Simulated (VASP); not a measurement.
# SrCl2 (Fm-3m) in VASP: notebook

SrCl2 is run at these levels: PBEsol, RPBE, BLYP; tasks: single point.

All numbers are computed with VASP 6.6.1; they aren't measurements. Logs are shortened: lines on timing, memory, paths and dates and some standing lists are left out, and cuts for length are marked.

### Step 1. The cell of the first run

Symmetry: Fm-3m, No. 225, cubic system. Conventional cell: a = 6.977 Å, b = 6.977 Å, c = 6.977 Å, α = 90.00°, β = 90.00°, γ = 90.00°. Within 4.0 Å of Sr (site symmetry m-3m) lie 8 Cl at 3.02 Å. Within 4.0 Å of Cl (site symmetry -43m) lie 4 Sr at 3.02 Å and 6 Cl at 3.49 Å.

### Step 2. Single point, PBEsol

File INCAR:

```
SYSTEM = SrCl2
PREC = Accurate
ENCUT = 520
EDIFF = 1E-7
ISMEAR = -1
SIGMA = 0.05
LREAL = .False.
LASPH = .True.
NELM = 80
ALGO = Normal
ISIF = 2
LWAVE = .False.
LCHARG = .False.
GGA = PS
NBANDS = 19
```

File KPOINTS:

```
Automatic mesh
0
Gamma
  4 4 4
  0 0 0
```

File POSCAR:

```
SrCl2
1.0
    0.0000000000      3.4883500000      3.4883500000
    3.4883500000      0.0000000000      3.4883500000
    3.4883500000      3.4883500000      0.0000000000
Sr Cl
1 2
Direct
    0.0000000000      0.0000000000      0.0000000000
    0.7500000000      0.7500000000      0.7500000000
    0.2500000000      0.2500000000      0.2500000000
```

Potentials or basis: VASP PAW PBE potentials, release 64 (Sr_sv, Cl).

Command:

```sh
> cat potpaw_PBE.64/Sr_sv/POTCAR potpaw_PBE.64/Cl/POTCAR > POTCAR
> mpirun -np 1 vasp_std > vasp.out
```

OUTCAR:

```text
SYSTEM = SrCl2
   PREC = Accurate
   ENCUT = 520
   EDIFF = 1E-7
   ISMEAR = -1
   LREAL = .False.
   LASPH = .True.
   NELM = 80
   ISIF = 2
   GGA = PS

 ion  position               nearest neighbor table
   1  0.000  0.000  0.000-   2 3.02   2 3.02   2 3.02   2 3.02   3 3.02   3 3.02   3 3.02   3 3.02

   2  0.750  0.750  0.750-   1 3.02   1 3.02   1 3.02   1 3.02
   3  0.250  0.250  0.250-   1 3.02   1 3.02   1 3.02   1 3.02

  LATTYP: Found a face centered cubic cell.
 ALAT       =     6.9767000000

  Lattice vectors:

 A1 = (   0.0000000000,   3.4883500000,   3.4883500000)
 A2 = (   3.4883500000,   0.0000000000,   3.4883500000)
 A3 = (   3.4883500000,   3.4883500000,   0.0000000000)

Analysis of symmetry for initial positions (statically):
=====================================================================
 Subroutine PRICEL returns:
 Original cell was already a primitive cell.

 Routine SETGRP: Setting up the symmetry group for a
 face centered cubic supercell.

 Subroutine GETGRP returns: Found 48 space group operations
 (whereof 48 operations were pure point group operations)
 out of a pool of 48 trial point group operations.

The static configuration has the point symmetry O_h .

Analysis of symmetry for dynamics (positions and initial velocities):
=====================================================================
 Subroutine PRICEL returns:
 Original cell was already a primitive cell.

 Routine SETGRP: Setting up the symmetry group for a
 face centered cubic supercell.

 Subroutine GETGRP returns: Found 48 space group operations
 (whereof 48 operations were pure point group operations)
 out of a pool of 48 trial point group operations.

The dynamic configuration has the point symmetry O_h .

 Subroutine INISYM returns: Found 48 space group operations
 (whereof 48 operations are pure point group operations),
 and found     1 'primitive' translations

----------------------------------------------------------------------------------------

                                     Primitive cell

  volume of cell :      84.8966

  direct lattice vectors                    reciprocal lattice vectors
     0.000000000  3.488350000  3.488350000    -0.143334241  0.143334241  0.143334241
[... 65 lines left out ...]
   ISPIN  =      1    spin polarized calculation?
   LNONCOLLINEAR =      F non collinear calculations
   LSORBIT =      F    spin-orbit coupling
   LASPH  =      T    aspherical Exc in radial PAW
   ENCUT  =  520.0 eV  38.22 Ry    6.18 a.u.   9.17  9.17  9.17*2*pi/ulx,y,z
   NELM   =     80;   NELMIN=  2; NELMDL= -5     # of ELM steps
   EDIFF  = 0.1E-06   stopping-criterion for ELM
   LREAL  =      F    real-space projection
   EDIFFG = 0.1E-05   stopping-criterion for IOM
   NSW    =      0    number of steps for IOM
   IBRION =     -1    ionic relax: 0-MD 1-quasi-New 2-CG
   NFREE  =      0    steps in history (QN), initial steepest desc. (CG)
   ISIF   =      2    stress and relaxation
   ISYM   =      2    0-nonsym 1-usesym 2-fastsym
   POTIM  = 0.5000    time-step for ionic-motion
   TEBEG  =    0.0;   TEEND  =   0.0 temperature during run
   PSTRESS=    0.0 pullay stress
   NELECT =      24.0000    total number of electrons
   NUPDOWN=      -1.0000    fix difference up-down
   EMIN   =  10.00;   EMAX   =-10.00  energy-range for DOS
   EFERMI =   0.00;   METHOD = LEGACY
   ISMEAR =    -1;   SIGMA  =   0.05  broadening in eV -4-tet -1-fermi 0-gaus
   EFERMI_NEDOS =   21; number of points for ismear=-14 and -15
   IALGO  =     38    algorithm
   IMIX   =      4    mixing-type and parameters
     AMIX     =   0.40;   BMIX     =  1.00
     AMIX_MAG =   1.60;   BMIX_MAG =  1.00
  volume/ion in A,a.u.               =      28.30       190.97
  Fermi-wavevector in a.u.,A,eV,Ry     =   1.074439  2.030396 15.706833  1.154420
  Thomas-Fermi vector in A             =   2.210267
   LORBIT       =      0    0 simple, 1 ext, 2 COOP (PROOUT), +10 PAW based schemes
   GGA     = PS    functional components
   LHFCALC =     F    Hartree Fock is set to
   AEXX    =    0.0000 exact exchange contribution
   IVDW    =     0    specifies the selected vdW correction
   LEPSILON=     F    determine dielectric tensor
   LRPA    =     F    only Hartree local field effects (RPA)
 non-spin polarized calculation
  energy-cutoff  :      520.00
  volume of cell :       84.90
 maximum number of plane-waves:      2302
 NGX is ok and might be reduce to    40
   NGX = 19   NGY = 19   NGZ = 19

 number of electron      24.0000003 magnetization

 Free energy of the ion-electron system (eV)
  ---------------------------------------------------
  ext. energy  EPLUGINS =         0.00000000
  ---------------------------------------------------
  free energy    TOTEN  =       -13.33682362 eV

  energy without entropy =      -13.33682362  energy(sigma->0) =      -13.33682362

 E-fermi :   1.1899     XC(G=0):  -8.4907

 val. band max:        0.0835638658   @ k =   0.5000   0.5000   0.0000
 cond. band min:       5.2172310106   @ k =   0.0000   0.0000   0.0000
 fundamental gap:      5.1336671448
 Fermi energy:         1.1898826534

 k-point     1 :       0.0000    0.0000    0.0000
  band No.  band energies     occupation
      1     -32.7171      2.00000
      2     -14.7332      2.00000
      3     -14.7332      2.00000
      4     -14.7332      2.00000
      5     -13.2132      2.00000
      6     -12.3455      2.00000
[... 153 lines left out ...]
      6     -12.5315      2.00000
[... 11 lines left out ...]
     18       9.4326      0.00000
     19      10.6229      0.00000

------------------------ aborting loop because EDIFF is reached ----------------------------------------

  FORCE on cell =-STRESS in cart. coord.  units (eV):
  Direction    XX          YY          ZZ          XY          YZ          ZX
  --------------------------------------------------------------------------------------
  -------------------------------------------------------------------------------------
  Total       -0.4942500     -0.4942500     -0.4942500     -0.0000000     -0.0000000      0.0000000
  in kB       -9.3275399     -9.3275399     -9.3275399     -0.0000000     -0.0000000      0.0000000
  external PRESSURE =      -9.3275399 kB  Pullay stress =       0.0000000 kB

 VOLUME and BASIS-vectors are now :
 -----------------------------------------------------------------------------
  energy-cutoff  :      520.00
  volume of cell :       84.90
      direct lattice vectors                 reciprocal lattice vectors
     0.000000000  3.488350000  3.488350000    -0.143334241  0.143334241  0.143334241
     3.488350000  0.000000000  3.488350000     0.143334241 -0.143334241  0.143334241
     3.488350000  3.488350000  0.000000000     0.143334241  0.143334241 -0.143334241

 POSITION                                       TOTAL-FORCE (eV/Angst)
 -----------------------------------------------------------------------------------
      0.00000      0.00000      0.00000        -0.000000     -0.000000      0.000000
      5.23252      5.23252      5.23252         0.000000      0.000000      0.000000
      1.74418      1.74418      1.74418        -0.000000     -0.000000     -0.000000
 -----------------------------------------------------------------------------------
    total drift:                               -0.000000     -0.000000      0.000000

  FREE ENERGIE OF THE ION-ELECTRON SYSTEM (eV)
  ---------------------------------------------------
  free  energy   TOTEN  =       -13.3368236218 eV

  energy  without entropy=      -13.3368236218  energy(sigma->0) =      -13.33682362
```

It took 15 s on 1 thread of AMD EPYC 9R14 (Zen 4), shared host; peak memory 0.2 GiB.

Results:

```
Free energy            : -13.3368 eV
Pressure               : -0.9 GPa
Band gap on the k mesh : 5.13 eV, indirect (least direct gap 5.36 eV)
```

Levels at points of the mesh, in eV from the valence-band top:
| k point | band 8 | band 9 | band 10 | band 11 | band 12 | band 13 | band 14 | band 15 | band 16 | band 17 |
| --- | --- | --- | --- | --- | --- | --- | --- | --- | --- | --- |
| (0.00, 0.00, 0.00) | -2.17 | -2.17 | -0.34 | -0.34 | -0.34 | 5.13 | 5.97 | 5.97 | 8.88 | 8.88 |
| (0.50, 0.00, 0.00) | -1.60 | -1.54 | -1.35 | -1.07 | -1.07 | 6.61 | 6.61 | 7.41 | 7.71 | 8.56 |
| (0.50, 0.50, 0.00) | -1.91 | -1.91 | -0.41 | -0.41 | 0.00 | 5.36 | 6.93 | 7.52 | 7.94 | 7.94 |

Caveat: the PAW data sets were made with another functional, which shifts forces and pressure a little. A k mesh can miss the band edges.

(Continued in part 2 of 2.)
